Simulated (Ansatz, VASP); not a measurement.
Two plane-wave programs on Al2O3

```
Al O
1.0
     2.99970    0.00000    0.00000
    -1.49985    2.59781    0.00000
     0.00000    0.00000    9.71022
Al O
2 3
Direct
  0.00000 0.00000 0.14999
  0.00000 0.00000 0.85001
  0.33333 0.66667 0.22232
  0.66667 0.33333 0.00000
  0.33333 0.66667 0.77768
```

Change from the starting cell: strain +0.040 along x and y, +0.040 along z, atoms carried along.

Alike in both runs: task single point; functional r2SCAN; k mesh 12 × 12 × 4; occupations gaussian, width 0.05 eV; no spin polarisation.

```csv
,VASP,Ansatz
version,VASP 6.6.1,Ansatz 0.2.0
potentials or method,"VASP PAW PBE potentials, release 64 (Al, O), cutoff 520 eV","scalar-relativistic, plane waves, PAW"
valence electrons in the cell,24,24
```

```tsv
	VASP	Ansatz	Ansatz less VASP
gap on the k mesh at the Fermi level (eV)	4.57	4.59	+0.025
least direct gap on the mesh (eV)	4.73	4.75	+0.023
pressure (GPa)	-17.5	-17.3	+0.21
traceless stress, the component that is largest in VASP (GPa)	5.63	5.79	+0.161
rms of the force components (eV/Å)	0.609	0.591	-0.0175
```

VASP's potentials were made for PBE, not for r2SCAN. Atom by atom the forces differ by 0.018 eV/Å (rms over components).
